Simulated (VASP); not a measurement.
# Li32BeH32 (a cell with a defect) in VASP: relaxation of the atoms with PBEsol

Aim: the relaxation of the atoms of Li32BeH32 (a cell with a defect) with PBEsol.

All numbers are computed with VASP 6.6.1; they aren't measurements. Logs are shortened: lines on timing, memory, paths and dates and some standing lists are left out, and cuts for length are marked.

**1. The cell of the first run**

The cell holds a defect, 65 atoms: a = 7.960 Å, b = 7.960 Å, c = 7.960 Å, α = 90.00°, β = 90.00°, γ = 90.00°.

**2. Relaxation of the atoms, PBEsol**

The input, INCAR:

```
SYSTEM = Li32BeH32
  PREC = Accurate
  ENCUT = 650
  EDIFF = 1E-7
  ISMEAR = -1
  SIGMA = 0.05
  LREAL = Auto
  LASPH = .TRUE.
  NELM = 120
  ALGO = Normal
  ISIF = 2
  LWAVE = .FALSE.
  LCHARG = .FALSE.
  GGA = PS
  IBRION = 2
  NSW = 100
  EDIFFG = -0.03
  NELECT = 128.0
  ISYM = 0
  GGA_COMPAT = .FALSE.
  NELMIN = 4
```

The input, KPOINTS:

```
Automatic mesh
0
Gamma
  1 1 1
  0.25 0.25 0.25
```

The input, POSCAR:

```
Li32BeH32
1.0
    7.9599380000      0.0000000000      0.0000000000
    0.0000000000      7.9599380000      0.0000000000
    0.0000000000      0.0000000000      7.9599380000
H Li Be
32 32 1
Direct
    0.2500620000      0.9987030000      0.9974560000
    0.2500750000      0.0034840000      0.5027400000
    0.2513910000      0.4988850000      0.9985420000
    0.2480380000      0.4994470000      0.4957700000
    0.7501580000      0.0010600000      0.9965270000
    0.7476450000      0.9986640000      0.5021750000
    0.7481810000      0.5030790000      0.9973840000
    0.7514900000      0.4995470000      0.5011420000
    0.9997680000      0.2468520000      0.9984180000
    0.9986010000      0.2456420000      0.4983260000
    0.0042070000      0.7512230000      0.0059700000
    0.9988810000      0.7480280000      0.5002650000
    0.5025080000      0.2511300000      0.9968600000
    0.5005380000      0.2472780000      0.4935840000
    0.5029260000      0.7500530000      0.9988050000
    0.5036670000      0.7490340000      0.5004280000
    0.9983710000      0.9973880000      0.2510950000
    0.9986060000      0.9977750000      0.7520770000
    0.0025780000      0.4976170000      0.2480870000
    0.0016570000      0.4977180000      0.7515940000
    0.5015740000      0.0021280000      0.2496030000
    0.5011950000      0.0031100000      0.7577680000
    0.5033730000      0.4982440000      0.2489820000
    0.5015490000      0.5006860000      0.7490930000
    0.2514880000      0.2462780000      0.2490460000
    0.2514140000      0.2511960000      0.7519310000
    0.2507330000      0.7501460000      0.2447600000
    0.2521160000      0.7493200000      0.7543120000
    0.7527670000      0.2473690000      0.2521450000
    0.7555920000      0.2544800000      0.7507410000
    0.7461650000      0.7455910000      0.2471710000
    0.7470540000      0.7486650000      0.7460520000
    0.0001250000      0.0010010000      0.0019240000
    0.0003370000      0.9997670000      0.5019460000
    0.0005900000      0.4995730000      0.0046130000
    0.9988610000      0.4981570000      0.4980460000
    0.5017180000      0.9995260000      0.9995730000
    0.4998560000      0.9976770000      0.5065690000
    0.4981740000      0.5000080000      0.9992800000
    0.5022240000      0.5016970000      0.4997970000
    0.2526320000      0.2497160000      0.0006500000
    0.2514040000      0.2506600000      0.4986940000
    0.2525040000      0.7534320000      0.0020620000
    0.2491170000      0.7471200000      0.5017930000
    0.7501250000      0.2477330000      0.0013210000
    0.7509140000      0.2541300000      0.4993610000
    0.7488490000      0.7468770000      0.0043720000
    0.7478780000      0.7464270000      0.4992500000
    0.2534330000      0.0037920000      0.2523870000
    0.2552210000      0.9988460000      0.7481590000
    0.2487270000      0.5037250000      0.2499630000
    0.2460460000      0.5029440000      0.7534140000
    0.7485180000      0.9983680000      0.2510950000
    0.7504160000      0.0024160000      0.7491510000
    0.7479510000      0.4970270000      0.2508820000
    0.7540500000      0.4977170000      0.7479690000
    0.0016910000      0.2504580000      0.2532840000
    0.0018250000      0.2493330000      0.7494020000
    0.9984060000      0.7520870000      0.2505830000
    0.9983610000      0.7497990000      0.7509270000
    0.4989620000      0.2499800000      0.2509150000
    0.4997690000      0.2480180000      0.7437750000
    0.5035030000      0.7536400000      0.2491990000
    0.5029240000      0.7507620000      0.7519020000
    0.3749560000      0.3756400000      0.3702850000
```

Potentials or basis: VASP PAW PBE potentials, release 64 (H, Li_sv, Be).

Launch:

```sh
cat potpaw_PBE.64/H/POTCAR potpaw_PBE.64/Li_sv/POTCAR potpaw_PBE.64/Be/POTCAR > POTCAR
mpirun -np 1 vasp_std > vasp.out
```

OUTCAR:

```text
SYSTEM = Li32BeH32
   PREC = Accurate
   ENCUT = 650
   EDIFF = 1E-7
   ISMEAR = -1
   LREAL = Auto
   LASPH = .TRUE.
   NELM = 120
   ISIF = 2
   GGA = PS
   IBRION = 2
   NSW = 100
   EDIFFG = -0.03
   NELECT = 128.0
   ISYM = 0
   NELMIN = 4

 ion  position               nearest neighbor table
   1  0.250  0.999  0.997-
   2  0.250  0.003  0.503-
   3  0.251  0.499  0.999-
   4  0.248  0.499  0.496-
   5  0.750  0.001  0.997-
   6  0.748  0.999  0.502-
[... 43 lines left out ...]
  50  0.255  0.999  0.748-
  51  0.249  0.504  0.250-  65 1.72
  52  0.246  0.503  0.753-
  53  0.749  0.998  0.251-
  54  0.750  0.002  0.749-
  55  0.748  0.497  0.251-
  56  0.754  0.498  0.748-
  57  0.002  0.250  0.253-
  58  0.002  0.249  0.749-
  59  0.998  0.752  0.251-
  60  0.998  0.750  0.751-
  61  0.499  0.250  0.251-  65 1.70
  62  0.500  0.248  0.744-
  63  0.504  0.754  0.249-
  64  0.503  0.751  0.752-
  65  0.375  0.376  0.370-  61 1.70  51 1.72  42 1.73  40 1.76

IMPORTANT INFORMATION: All symmetrisations will be switched off!
NOSYMM: (Re-)initialisation of all symmetry stuff for point group C_1.

----------------------------------------------------------------------------------------

                                     Primitive cell

  volume of cell :     504.3466

  direct lattice vectors                    reciprocal lattice vectors
     7.959938000  0.000000000  0.000000000     0.125629119  0.000000000  0.000000000
     0.000000000  7.959938000  0.000000000     0.000000000  0.125629119  0.000000000
     0.000000000  0.000000000  7.959938000     0.000000000  0.000000000  0.125629119

  length of vectors
     7.959938000  7.959938000  7.959938000     0.125629119  0.125629119  0.125629119

  position of ions in fractional coordinates (direct lattice)
     0.250062000  0.998703000  0.997456000
     0.250075000  0.003484000  0.502740000
     0.251391000  0.498885000  0.998542000
     0.248038000  0.499447000  0.495770000
     0.750158000  0.001060000  0.996527000
     0.747645000  0.998664000  0.502175000
[... 57 lines left out ...]
     0.502924000  0.750762000  0.751902000
     0.374956000  0.375640000  0.370285000

  ion indices of the primitive-cell ions
   primitive index   ion index
                 1           1
                 2           2
[... 128 lines left out ...]
   EFERMI =   0.00;   METHOD = LEGACY
   ISMEAR =    -1;   SIGMA  =   0.05  broadening in eV -4-tet -1-fermi 0-gaus
   EFERMI_NEDOS =   21; number of points for ismear=-14 and -15
   IALGO  =     38    algorithm
   IMIX   =      4    mixing-type and parameters
     AMIX     =   0.40;   BMIX     =  1.00
     AMIX_MAG =   1.60;   BMIX_MAG =  1.00
  volume/ion in A,a.u.               =       7.76        52.36
  Fermi-wavevector in a.u.,A,eV,Ry     =   1.036498  1.958697 14.617121  1.074328
  Thomas-Fermi vector in A             =   2.170892
   LORBIT       =      0    0 simple, 1 ext, 2 COOP (PROOUT), +10 PAW based schemes
   GGA     = PS    functional components
   LHFCALC =     F    Hartree Fock is set to
   AEXX    =    0.0000 exact exchange contribution
   IVDW    =     0    specifies the selected vdW correction
   LEPSILON=     F    determine dielectric tensor
   LRPA    =     F    only Hartree local field effects (RPA)
 conjugate gradient relaxation of ions
 non-spin polarized calculation
  energy-cutoff  :      650.00
  volume of cell :      504.35
 maximum number of plane-waves:     19000
 NGX is ok and might be reduce to    70
   NGX = 33   NGY = 33   NGZ = 33

--------------------------------------- Ionic step        1  -------------------------------------------

 number of electron     128.0000011 magnetization

 Free energy of the ion-electron system (eV)
  ---------------------------------------------------
  ext. energy  EPLUGINS =         0.00000000
  ---------------------------------------------------
  free energy    TOTEN  =      -197.47215430 eV

  energy without entropy =     -197.47215430  energy(sigma->0) =     -197.47215430

------------------------ aborting loop because EDIFF is reached ----------------------------------------

  FORCE on cell =-STRESS in cart. coord.  units (eV):
  Direction    XX          YY          ZZ          XY          YZ          ZX
  --------------------------------------------------------------------------------------
  -------------------------------------------------------------------------------------
  Total       -5.4934694     -5.1613256     -5.2824101     -0.5128033     -0.1522931     -0.0745435
  in kB      -17.4513183    -16.3961839    -16.7808380     -1.6290421     -0.4837953     -0.2368052
  external PRESSURE =     -16.8761134 kB  Pullay stress =       0.0000000 kB
[... 278 lines left out ...]
  FREE ENERGIE OF THE ION-ELECTRON SYSTEM (eV)
  ---------------------------------------------------
  free  energy   TOTEN  =      -202.2770775732 eV

  energy  without entropy=     -202.2770775731  energy(sigma->0) =     -202.27707757

[... ionic steps 4 to 12 ...]

--------------------------------------- Ionic step       13  -------------------------------------------

 number of electron     128.0000009 magnetization

------------------------ aborting loop because EDIFF is reached ----------------------------------------
[... 193 lines left out ...]
--------------------------------------- Ionic step       15  -------------------------------------------

 number of electron     128.0000008 magnetization

 Free energy of the ion-electron system (eV)
  ---------------------------------------------------
  ext. energy  EPLUGINS =         0.00000000
  ---------------------------------------------------
  free energy    TOTEN  =      -202.61131922 eV

  energy without entropy =     -202.61131922  energy(sigma->0) =     -202.61131922

 E-fermi :   1.0059     XC(G=0):  -8.6548

 val. band max:       -0.2354383769   @ k =  -0.2500   0.2500   0.2500
 cond. band min:       3.9694238634   @ k =  -0.2500   0.2500   0.2500
 fundamental gap:      4.2048622403
 Fermi energy:         1.0058909018

 k-point     1 :       0.2500    0.2500    0.2500
  band No.  band energies     occupation
      1     -43.4728      2.00000
      2     -43.4708      2.00000
      3     -43.4674      2.00000
      4     -43.4659      2.00000
      5     -43.2702      2.00000
      6     -43.2662      2.00000
[... 305 lines left out ...]
     75       5.2624      0.00000
     76       5.2638      0.00000
 [bands above 76 left out]

------------------------ aborting loop because EDIFF is reached ----------------------------------------

  FORCE on cell =-STRESS in cart. coord.  units (eV):
  Direction    XX          YY          ZZ          XY          YZ          ZX
  --------------------------------------------------------------------------------------
  -------------------------------------------------------------------------------------
  Total       -4.7090781     -4.6922402     -4.7144053     -0.0833486     -0.0008127     -0.0237536
  in kB      -14.9595119    -14.9060220    -14.9764349     -0.2647767     -0.0025817     -0.0754590
  external PRESSURE =     -14.9473229 kB  Pullay stress =       0.0000000 kB
[... 80 lines left out ...]
  FREE ENERGIE OF THE ION-ELECTRON SYSTEM (eV)
  ---------------------------------------------------
  free  energy   TOTEN  =      -202.6113192230 eV

  energy  without entropy=     -202.6113192228  energy(sigma->0) =     -202.61131922

 reached required accuracy - stopping structural energy minimisation
```

It took 2.8 h on 1 thread of Intel Xeon 8259CL, shared host; peak memory 0.88 GiB.

What came out:

```
Free energy                  : -202.6113 eV
Energy gained by relaxing    : 79.1 meV/atom
Ionic steps                  : 15
Largest force after relaxing : 0.017 eV/Å
```

Forces in eV/Å, atoms in the order of the input:
```
H   -0.001 -0.005 -0.003
H   -0.001  0.003 -0.006
H   -0.002  0.000  0.001
H    0.001 -0.001  0.006
H    0.002 -0.004 -0.008
H   -0.001  0.000 -0.005
H   -0.002  0.004  0.002
H    0.000  0.004  0.004
H   -0.001  0.005 -0.001
H    0.001  0.002 -0.002
H   -0.001  0.007 -0.005
H    0.002  0.001 -0.002
H   -0.003 -0.003  0.004
H    0.001 -0.004  0.003
H   -0.003 -0.002  0.003
H    0.004  0.000 -0.001
H    0.003  0.003 -0.002
H   -0.004 -0.002  0.001
H    0.002  0.004  0.001
H    0.001 -0.002 -0.004
H   -0.002 -0.003 -0.003
H   -0.006  0.000  0.002
H    0.001 -0.001  0.008
H    0.002  0.000  0.000
H   -0.010 -0.008  0.002
H    0.000 -0.004  0.000
H   -0.003 -0.005 -0.004
H    0.003 -0.002 -0.004
H    0.000  0.003  0.002
H   -0.002  0.002  0.000
H   -0.001 -0.002  0.001
H   -0.001  0.006  0.000
Li   0.005  0.004 -0.003
Li  -0.001  0.001 -0.004
Li  -0.001  0.005 -0.006
Li   0.009  0.002  0.004
Li  -0.006 -0.007  0.003
Li   0.004  0.005 -0.002
Li   0.000  0.001  0.007
Li  -0.005 -0.006 -0.002
Li  -0.004 -0.001  0.005
Li   0.003  0.009 -0.004
Li   0.002 -0.007 -0.003
Li  -0.003 -0.008 -0.001
Li   0.001  0.000  0.002
Li  -0.006  0.002  0.003
Li  -0.001 -0.002  0.000
Li   0.003  0.002  0.003
Li  -0.002  0.001 -0.005
Li   0.003 -0.004  0.003
Li   0.008 -0.014  0.006
Li   0.001 -0.002 -0.009
Li   0.008 -0.003  0.000
Li   0.007  0.000  0.000
Li  -0.004  0.004  0.002
Li   0.000  0.000  0.005
Li   0.003  0.004 -0.004
Li  -0.005  0.001  0.001
Li   0.001  0.004 -0.001
Li   0.000  0.003 -0.003
Li  -0.008  0.010  0.009
Li  -0.001 -0.009 -0.005
Li   0.003 -0.004  0.000
Li  -0.001  0.003  0.000
Be   0.006  0.009  0.013
```

The path:
```csv
step,energy change (eV),largest force (eV/Å),pressure (GPa)
1,0.0000,4.6164,-1.69
2,-3.5335,1.7966,-1.98
3,-4.8049,0.6060,-1.51
4,-4.8175,0.5842,-1.58
5,-4.9904,0.2722,-1.51
6,-5.0554,0.7933,-1.38
7,-5.1055,0.3098,-1.40
8,-5.1056,0.2745,-1.40
9,-5.1233,0.0977,-1.46
10,-5.1273,0.1229,-1.50
11,-5.1338,0.0635,-1.50
12,-5.1359,0.1872,-1.50
13,-5.1380,0.1166,-1.49
14,-5.1383,0.0346,-1.50
15,-5.1392,0.0171,-1.49
```

Caveat: the cell carries a net charge on a neutralising background, which shifts energy and pressure; the cell is charged against a uniform background, so pressure and absolute levels hang on convention; the PAW data sets were made with another functional, which shifts forces and pressure a little.
